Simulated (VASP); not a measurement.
Set up this calculation in VASP 6.6.1, as the native input.

```yaml
Task: relaxation of cell and atoms
Functional: revPBE
Dispersion: D4
Potentials_or_basis: VASP PAW PBE potentials, release 64 (Pb_d)
Cutoff: 600 eV
k_mesh: 9 × 9 × 9
Occupations: fermi-dirac, width 0.05 eV
Spin: no spin polarisation
Dipole_correction: no
Further_INCAR_settings: ALGO = Normal; EDIFF = 1e-07; IBRION = 2; EDIFFG = -0.01; NSW = 60; ISIF = 3
```

The structure of Pb lies in POSCAR:

```
Pb
1.0
    0.0000000000      2.4750200000      2.4750200000
    2.4750200000      0.0000000000      2.4750200000
    2.4750200000      2.4750200000      0.0000000000
Pb
1
Direct
    0.0000000000      0.0000000000      0.0000000000
```

These files were run (other wordings do the same):

INCAR

```
SYSTEM = Pb
PREC = Accurate ; ENCUT = 600
EDIFF = 1E-7 ; ISMEAR = -1
SIGMA = 0.05 ; LREAL = .FALSE.
LASPH = .TRUE. ; NELM = 60
ALGO = Normal ; ISIF = 3
LWAVE = .FALSE. ; LCHARG = .FALSE.
GGA = RE ; IVDW = 13
IBRION = 2 ; NSW = 60
EDIFFG = -0.01
```

KPOINTS

```
regular mesh
0
G
  9 9 9
  0 0 0
```

Potentials or basis: VASP PAW PBE potentials, release 64 (Pb_d).

Launch:

```sh
$ cat potpaw_PBE.64/Pb_d/POTCAR > POTCAR
$ mpirun -np 1 vasp_std > vasp.out
```

Results of the run:

```json
{"Relaxed volume": "30.53 Å³/atom", "Relaxed cell": "a = 3.508 Å, b = 3.508 Å, c = 3.508 Å, α = 60.00°, β = 60.00°, γ = 60.00°", "Space group after relaxing (to 0.1 Å)": "Fm-3m (No. 225)", "Energy gained by relaxing": "0.2 meV/atom", "Ionic steps": "3", "Pressure after relaxing": "0.0 GPa", "Band gap on the k mesh": "zero (bands 7 and 8 overlap by 8.91 eV)", "Dispersion energy per atom": "-0.593 eV"}
```

Caveat: the PAW data sets were made with another functional, which shifts forces and pressure a little; spin-orbit coupling is left out, which moves the levels of the heavy elements.

Run time: 31 s on 1 thread of Intel(R) Xeon(R) Platinum 8259CL CPU @ 2.50GHz (Skylake/Cascade Lake), with other jobs on the host, peak memory 0.16 GiB.
